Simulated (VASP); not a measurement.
# W (R-3m) in VASP: further runs

Runs on W. Level: LDA. Tasks: single point.

Program: VASP 6.6.1. These are calculated values, not measurements. Logs are shortened: lines on timing, memory, paths and dates and some standing lists are left out, and cuts for length are marked.

### Step 1. The cell of the first run

The structure is trigonal, space group R-3m (No. 166). The conventional cell has a = 4.674 Å, b = 4.674 Å, c = 2.347 Å, α = 90.00°, β = 90.00°, γ = 120.00°. W (site symmetry -3m) has 14 W at 2.35 to 3.12 Å within 3.2 Å.

### Step 2. Single point, LDA (14.81 Å³/atom)

Input file INCAR:

```
SYSTEM = W
ALGO = Fast
EDIFF = 1E-6
ENCUT = 520
GGA = CA
ISIF = 2
ISMEAR = 0
LASPH = .TRUE.
LCHARG = .TRUE.
LELF = .TRUE.
LREAL = .FALSE.
LVHAR = .TRUE.
LWAVE = .FALSE.
NBANDS = 13
NELM = 80
PREC = Accurate
SIGMA = 0.15
```

Input file KPOINTS:

```
k-points
0
G
  22 22 22
  0 0 0
```

Input file POSCAR:

```
W
1.0
   -1.7517112612      1.5535082637      1.5535082637
    1.5535082637     -1.7517112612      1.5535082637
    1.5535082637      1.5535082637     -1.7517112612
W
1
Direct
    0.0000000000      0.0000000000      0.0000000000
```

Potentials or basis: VASP PAW LDA potentials, release 64 (W_sv).

Run with:

```sh
> cat potpaw_LDA.64/W_sv/POTCAR > POTCAR
> mpirun -np 1 vasp_std > vasp.out
```

OUTCAR:

```text
SYSTEM = W
   EDIFF = 1E-6
   ENCUT = 520
   GGA = CA
   ISIF = 2
   ISMEAR = 0
   LASPH = .TRUE.
   LREAL = .FALSE.
   NELM = 80
   PREC = Accurate

 ion  position               nearest neighbor table
   1  0.000  0.000  0.000-

  LATTYP: Found a trigonal (rhomboedric) cell.
 ALAT       =     2.8098519878
 COS(alpha) =    -0.3836738462

  Lattice vectors:

 A1 = (  -1.7517112612,   1.5535082637,   1.5535082637)
 A2 = (   1.5535082637,  -1.7517112612,   1.5535082637)
 A3 = (   1.5535082637,   1.5535082637,  -1.7517112612)

Analysis of symmetry for initial positions (statically):
=====================================================================
 Subroutine PRICEL returns:
 Original cell was already a primitive cell.

 Routine SETGRP: Setting up the symmetry group for a
 trigonal (rhombohedral) supercell.

 Subroutine GETGRP returns: Found 12 space group operations
 (whereof 12 operations were pure point group operations)
 out of a pool of 12 trial point group operations.

The static configuration has the point symmetry D_3d.

Analysis of symmetry for dynamics (positions and initial velocities):
=====================================================================
 Subroutine PRICEL returns:
 Original cell was already a primitive cell.

 Routine SETGRP: Setting up the symmetry group for a
 trigonal (rhombohedral) supercell.

 Subroutine GETGRP returns: Found 12 space group operations
 (whereof 12 operations were pure point group operations)
 out of a pool of 12 trial point group operations.

The dynamic configuration has the point symmetry D_3d.

 Subroutine INISYM returns: Found 12 space group operations
 (whereof 12 operations are pure point group operations),
 and found     1 'primitive' translations

----------------------------------------------------------------------------------------

                                     Primitive cell

  volume of cell :      14.8060

  direct lattice vectors                    reciprocal lattice vectors
    -1.751711261  1.553508264  1.553508264     0.044245874  0.346797639  0.346797639
     1.553508264 -1.751711261  1.553508264     0.346797639  0.044245874  0.346797639
     1.553508264  1.553508264 -1.751711261     0.346797639  0.346797639  0.044245874

  length of vectors
     2.809851988  2.809851988  2.809851988     0.492437714  0.492437714  0.492437714

  position of ions in fractional coordinates (direct lattice)
     0.000000000  0.000000000  0.000000000

  ion indices of the primitive-cell ions
   primitive index   ion index
                 1           1

[... 85 lines left out ...]
   EFERMI =   0.00;   METHOD = LEGACY
   ISMEAR =     0;   SIGMA  =   0.15  broadening in eV -4-tet -1-fermi 0-gaus
   EFERMI_NEDOS =   21; number of points for ismear=-14 and -15
   IALGO  =     68    algorithm
   IMIX   =      4    mixing-type and parameters
     AMIX     =   0.40;   BMIX     =  1.00
     AMIX_MAG =   1.60;   BMIX_MAG =  1.00
  volume/ion in A,a.u.               =      14.81        99.92
  Fermi-wavevector in a.u.,A,eV,Ry     =   1.606836  3.036480 35.129187  2.581922
  Thomas-Fermi vector in A             =   2.702960
   LORBIT       =      0    0 simple, 1 ext, 2 COOP (PROOUT), +10 PAW based schemes
   GGA     = CA    functional components
   LHFCALC =     F    Hartree Fock is set to
   AEXX    =    0.0000 exact exchange contribution
   IVDW    =     0    specifies the selected vdW correction
   LEPSILON=     F    determine dielectric tensor
   LRPA    =     F    only Hartree local field effects (RPA)
 non-spin polarized calculation
 RMM-DIIS sequential band-by-band and
 Gauss-broadening in eV      SIGMA  =   0.15
  energy-cutoff  :      520.00
  volume of cell :       14.81
 maximum number of plane-waves:       411
 NGX is ok and might be reduce to    24
   NGX = 11   NGY = 11   NGZ = 11

 number of electron      14.0000001 magnetization

 Free energy of the ion-electron system (eV)
  ---------------------------------------------------
  ext. energy  EPLUGINS =         0.00000000
  ---------------------------------------------------
  free energy    TOTEN  =       -13.48330754 eV

  energy without entropy =      -13.47835167  energy(sigma->0) =      -13.48082960

 E-fermi :  12.4230     XC(G=0): -14.1717

 val. band max:       12.4101368801   @ k =  -0.2273   0.2727   0.2273
 cond. band min:      12.4287699847   @ k =  -0.1818   0.1818   0.1818
 fundamental gap:      0.0186331047
 Fermi energy:        12.4229543598

 k-point     1 :       0.0000    0.0000    0.0000
  band No.  band energies     occupation
      1     -61.4350      2.00000
      2     -25.3323      2.00000
      3     -25.3323      2.00000
      4     -24.2460      2.00000
      5       2.5169      2.00000
      6       8.4134      2.00000
      7      11.1291      2.00000
      8      11.1291      2.00000
      9      16.1965      0.00000
     10      16.1965      0.00000
     11      24.7467      0.00000
     12      28.5476      0.00000
     13      28.5476      0.00000
[... 354 lines left out ...]
  band No.  band energies     occupation
      1     -61.0363      2.00000
      2     -27.3653      2.00000
      3     -25.5977      2.00000
      4     -25.1373      2.00000
      5       5.8515      2.00000
      6       8.7608      2.00000
      7      12.8914      0.00001
      8      14.1343      0.00000
      9      15.0822      0.00000
     10      18.3244      0.00000
     11      23.9749      0.00000
     12      26.9244      0.00000
     13      31.2042      0.00000

 [... further k-points ...]

------------------------ aborting loop because EDIFF is reached ----------------------------------------

  FORCE on cell =-STRESS in cart. coord.  units (eV):
  Direction    XX          YY          ZZ          XY          YZ          ZX
  --------------------------------------------------------------------------------------
  -------------------------------------------------------------------------------------
  Total        2.8553539      2.8553539      2.8553539      3.4550229      3.4550229      3.4550229
  in kB      308.9817117    308.9817117    308.9817117    373.8727115    373.8727115    373.8727115
  external PRESSURE =     308.9817117 kB  Pullay stress =       0.0000000 kB

 VOLUME and BASIS-vectors are now :
 -----------------------------------------------------------------------------
  energy-cutoff  :      520.00
  volume of cell :       14.81
      direct lattice vectors                 reciprocal lattice vectors
    -1.751711261  1.553508264  1.553508264     0.044245874  0.346797639  0.346797639
     1.553508264 -1.751711261  1.553508264     0.346797639  0.044245874  0.346797639
     1.553508264  1.553508264 -1.751711261     0.346797639  0.346797639  0.044245874

 POSITION                                       TOTAL-FORCE (eV/Angst)
 -----------------------------------------------------------------------------------
      0.00000      0.00000      0.00000         0.000000     -0.000000      0.000000
 -----------------------------------------------------------------------------------
    total drift:                                0.000000     -0.000000      0.000000

  FREE ENERGIE OF THE ION-ELECTRON SYSTEM (eV)
  ---------------------------------------------------
  free  energy   TOTEN  =       -13.4833075369 eV

  energy  without entropy=      -13.4783516666  energy(sigma->0) =      -13.48082960
```

stdout:

```text
POSCAR found type information on POSCAR W
 POSCAR found :  1 types and       1 ions
 scaLAPACK will be used
 LDA part: xc-table for (Slater(with rela. corr.)+CA(PZ))
 , standard interpolation
 POSCAR, INCAR and KPOINTS ok, starting setup
 FFT: planning ... GRIDC
 FFT: planning ... GRID_SOFT
 FFT: planning ... GRID
 WAVECAR not read
 entering main loop
WARNING in EDDRMM: call to ZHEGV failed, returncode =   8  4     13
WARNING in EDDRMM: call to ZHEGV failed, returncode =   8  4     11
WARNING in EDDRMM: call to ZHEGV failed, returncode =   8  4     11
```

It took 3.5 min on 1 thread of AMD EPYC 7R13 (Zen 3), shared host; peak memory 0.26 GiB.

Results:

```
Free energy            : -13.4833 eV
Pressure               : 30.9 GPa
Band gap on the k mesh : zero (bands 7 and 8 overlap by 5.35 eV)
```

Stress tensor (GPa, compression positive):
```
30.90 37.39 37.39
37.39 30.90 37.39
37.39 37.39 30.90
```

Caveat: the cell stands under pressure; spin-orbit coupling is left out, which moves the levels of the heavy elements.

### Step 3. Single point, LDA (14.81 Å³/atom)

Input file INCAR:

```
SYSTEM = W
PREC     = Accurate       ! precision mode
ENCUT    = 520            ! plane-wave cutoff, eV
EDIFF    = 1E-6           ! SCF threshold, eV
ISMEAR   = 0              ! smearing method
SIGMA    = 0.15           ! smearing width, eV
LREAL    = .False.        ! projectors in reciprocal space
LASPH    = .True.         ! aspherical terms in the spheres
NELM     = 60             ! most SCF steps
ALGO     = Fast           ! electronic algorithm
ISIF     = 2              ! what is computed and relaxed
LWAVE    = .False.        ! write WAVECAR
LCHARG   = .False.        ! write CHGCAR
GGA      = CA             ! functional
NBANDS   = 13             ! bands
```

Input file KPOINTS:

```
regular mesh
0
Gamma
  22 22 22
  0 0 0
```

Input file POSCAR:

```
W
1.0
   -0.9246949623      1.6124230978      1.6124230978
    1.6124230978     -0.9246949623      1.6124230978
    1.6124230978      1.6124230978     -0.9246949623
W
1
Direct
    0.0000000000      0.0000000000      0.0000000000
```

Potentials or basis: VASP PAW LDA potentials, release 64 (W_sv).

Run with:

```sh
> cat potpaw_LDA.64/W_sv/POTCAR > POTCAR
> mpirun -np 1 vasp_std > vasp.out
```

Wall time 1.8 min (1 thread of AMD EPYC 7R13 (Zen 3), shared host); peak memory 0.24 GiB.

The run converged. Its results:

- Free energy: -12.3183 eV
- Pressure: 55.8 GPa
- Band gap on the k mesh: zero (bands 7 and 8 overlap by 3.65 eV)

Stress tensor (GPa, compression positive):
```
 55.80 -10.16 -10.16
-10.16  55.80 -10.16
-10.16 -10.16  55.80
```

Levels at points of the mesh, in eV from the Fermi level:
| k point | band 4 | band 5 | band 6 | band 7 | band 8 | band 9 | band 10 | band 11 |
| --- | --- | --- | --- | --- | --- | --- | --- | --- |
| (0.00, 0.00, 0.00) | -37.09 | -9.65 | -5.59 | -5.59 | 5.62 | 6.02 | 6.02 | 15.76 |
| (0.50, 0.00, 0.00) | -36.87 | -5.79 | -4.43 | -0.52 | 0.92 | 1.21 | 6.45 | 12.15 |
| (0.50, 0.50, 0.00) | -36.72 | -7.45 | -3.56 | 1.77 | 2.30 | 5.29 | 6.90 | 9.68 |
| (0.50, 0.50, 0.50) | -38.65 | -5.74 | -5.74 | -4.46 | 6.78 | 10.04 | 10.04 | 13.97 |

Caveat: the cell stands under pressure; spin-orbit coupling is left out, which moves the levels of the heavy elements.

### Step 4. Single point, LDA (15.42 Å³/atom)

This run uses another cell than the first one, of 15.42 Å³/atom.

INCAR: that of step 3 with these lines changed.

```diff
@@ -8,3 +8,3 @@
 LASPH    = .True.         ! aspherical terms in the spheres
-NELM     = 60             ! most SCF steps
+NELM     = 100            ! most SCF steps
 ALGO     = Fast           ! electronic algorithm
@@ -13,3 +13,2 @@
 LCHARG   = .False.        ! write CHGCAR
-GGA      = CA             ! functional
 NBANDS   = 13             ! bands
```

Input file KPOINTS:

```
Automatic mesh
0
Gamma
  22 22 22
  0 0 0
```

Input file POSCAR:

```
W
1.0
   -1.1508054635      1.5968398931      1.5968398931
    1.5968398931     -1.1508054635      1.5968398931
    1.5968398931      1.5968398931     -1.1508054635
W
1
Direct
    0.0000000000      0.0000000000      0.0000000000
```

Run with:

```sh
> cat potpaw_LDA.64/W_sv/POTCAR > POTCAR
> mpirun -np 1 vasp_std > vasp.out
```

Wall time 2.2 min (1 thread of AMD EPYC 7R13 (Zen 3), shared host); peak memory 0.25 GiB.

It converged, with:

- Free energy: -13.0930 eV
- Pressure: 25.4 GPa
- Band gap on the k mesh: zero (bands 7 and 8 overlap by 3.35 eV)

Stress tensor (GPa, compression positive):
```
 25.42 -19.27 -19.27
-19.27  25.42 -19.27
-19.27 -19.27  25.42
```

Levels at points of the mesh, in eV from the Fermi level:
| k point | band 4 | band 5 | band 6 | band 7 | band 8 | band 9 | band 10 | band 11 |
| --- | --- | --- | --- | --- | --- | --- | --- | --- |
| (0.00, 0.00, 0.00) | -37.27 | -9.64 | -4.57 | -4.57 | 3.32 | 4.53 | 4.53 | 14.01 |
| (0.50, 0.00, 0.00) | -37.15 | -6.18 | -4.30 | -0.50 | 1.88 | 2.41 | 4.83 | 11.40 |
| (0.50, 0.50, 0.00) | -37.18 | -6.84 | -3.96 | 1.63 | 2.41 | 3.43 | 8.26 | 8.34 |
| (0.50, 0.50, 0.50) | -38.41 | -5.97 | -5.97 | -1.76 | 6.84 | 8.34 | 8.34 | 11.27 |

Caveat: the cell stands under pressure; spin-orbit coupling is left out, which moves the levels of the heavy elements.

### Step 5. Single point, LDA (15.42 Å³/atom)

This run uses another cell than the first one, of 15.42 Å³/atom.

Input file INCAR:

```
PREC = Accurate
ENCUT = 520
EDIFF = 1E-7
ISMEAR = 0
SIGMA = 0.15
LREAL = F
LASPH = T
NELM = 100
ALGO = Fast
ISIF = 2
LWAVE = F
LCHARG = F
NBANDS = 13
```

Input file KPOINTS:

```
Automatic mesh
0
Gamma
  22 22 22
```

Input file POSCAR:

```
W
1.0
   -1.9851822522      1.5944100884      1.5944100884
    1.5944100884     -1.9851822522      1.5944100884
    1.5944100884      1.5944100884     -1.9851822522
W
1
Direct
    0.0000000000      0.0000000000      0.0000000000
```

Run with:

```sh
> cat potpaw_LDA.64/W_sv/POTCAR > POTCAR
> mpirun -np 1 vasp_std > vasp.out
```

Wall time 3.8 min (1 thread of AMD EPYC 7R13 (Zen 3), shared host); peak memory 0.27 GiB.

Results (log left out):

```
Free energy            : -11.2842 eV
Pressure               : 67.9 GPa
Band gap on the k mesh : zero (bands 7 and 8 overlap by 5.23 eV)
```

Stress tensor (GPa, compression positive):
```
67.91 92.63 92.63
92.63 67.91 92.63
92.63 92.63 67.91
```

Levels at points of the mesh, in eV from the Fermi level:
```
           k point  band 4  band 5  band 6  band 7  band 8  band 9  band 10  band 11
(0.00, 0.00, 0.00)  -35.25   -9.56   -6.18   -2.33   -2.33    6.95     6.95    10.25
(0.50, 0.00, 0.00)  -37.56   -6.98   -4.87    0.88    1.22    3.47     5.06    10.67
(0.50, 0.50, 0.00)  -35.28   -6.83   -6.23   -1.07    2.71    6.14     7.16     7.85
(0.50, 0.50, 0.50)  -37.87   -7.06   -7.06    2.91    2.91    7.65     8.11     8.11
```

Caveat: atoms lie so close that the PAW spheres overlap strongly, which falsifies energies and pressures; the cell stands under pressure; spin-orbit coupling is left out, which moves the levels of the heavy elements.

### Step 6. Single point, LDA (15.42 Å³/atom)

This run uses another cell than the first one, of 15.42 Å³/atom.

Input file INCAR:

```
SYSTEM = W
PREC = Accurate ; ENCUT = 520
EDIFF = 1E-6 ; ISMEAR = 0
SIGMA = 0.15 ; LREAL = .FALSE.
LASPH = .TRUE. ; NELM = 100
ALGO = Fast ; ISIF = 2
LWAVE = .FALSE. ; LCHARG = .FALSE.
GGA = CA ; NBANDS = 13
```

Input file KPOINTS:

```
Automatic mesh
0
G
  22 22 22
  0 0 0
```

Input file POSCAR:

```
W
1.0
   -0.7177331715      1.6895556815      1.6895556815
    1.6895556815     -0.7177331715      1.6895556815
    1.6895556815      1.6895556815     -0.7177331715
W
1
Direct
    0.0000000000      0.0000000000      0.0000000000
```

Potentials or basis: VASP PAW LDA potentials, release 64 (W_sv).

Run with:

```sh
> cat potpaw_LDA.64/W_sv/POTCAR > POTCAR
> mpirun -np 1 vasp_std > vasp.out
```

It took 2.2 min on 1 thread of AMD EPYC 7R13 (Zen 3), shared host; peak memory 0.25 GiB.

Results (log left out):

- Free energy: -12.5067 eV
- Pressure: 38.4 GPa
- Band gap on the k mesh: zero (bands 7 and 8 overlap by 3.35 eV)

Stress tensor (GPa, compression positive):
```
38.42  9.76  9.76
 9.76 38.42  9.76
 9.76  9.76 38.42
```

Levels at points of the mesh, in eV from the Fermi level:
```tsv
k point	band 3	band 4	band 5	band 6	band 7	band 8	band 9	band 10	band 11	band 12
(0.00, 0.00, 0.00)	-37.27	-37.11	-9.43	-5.29	-5.29	5.50	5.50	5.75	14.97	16.70
(0.50, 0.00, 0.00)	-37.08	-36.97	-5.66	-4.19	-0.55	0.90	1.24	6.07	11.54	14.31
(0.50, 0.50, 0.00)	-38.92	-36.85	-7.03	-3.50	1.86	2.19	5.07	6.62	9.17	16.38
(0.50, 0.50, 0.50)	-38.64	-38.64	-5.69	-4.64	-4.64	6.88	9.48	9.48	12.43	15.12
```

Caveat: the cell stands under pressure; spin-orbit coupling is left out, which moves the levels of the heavy elements.

### Step 7. Overview

```csv
cell,further INCAR settings,gap on the mesh (eV),pressure (GPa)
"a = 2.810 Å, angles 112.6°, 1 atom",ALGO = Fast; EDIFF = 1e-06; NBANDS = 13,none,30.9
"a = 2.461 Å, angles 93.6°, 1 atom",ALGO = Fast; EDIFF = 1e-06; NBANDS = 13,none,55.8
"a = 2.535 Å, angles 100.1°, 1 atom",ALGO = Fast; EDIFF = 1e-06; NBANDS = 13,none,25.4
"a = 3.004 Å, angles 114.8°, 1 atom",ALGO = Fast; EDIFF = 1e-07; NBANDS = 13,none,67.9
"a = 2.495 Å, angles 86.0°, 1 atom",ALGO = Fast; EDIFF = 1e-06; NBANDS = 13,none,38.4
```

Alike in all rows: task single point; level LDA; potentials or basis VASP PAW LDA potentials, release 64 (W_sv); no spin polarisation; k mesh 22 × 22 × 22; cutoff (eV) 520; smearing gaussian 0.15 eV.

Caveats: the cell stands under pressure; spin-orbit coupling is left out, which moves the levels of the heavy elements; atoms lie so close that the PAW spheres overlap strongly, which falsifies energies and pressures (at least some runs).

Total energies depend on the potentials used, so only differences within one code and one set of settings carry meaning.
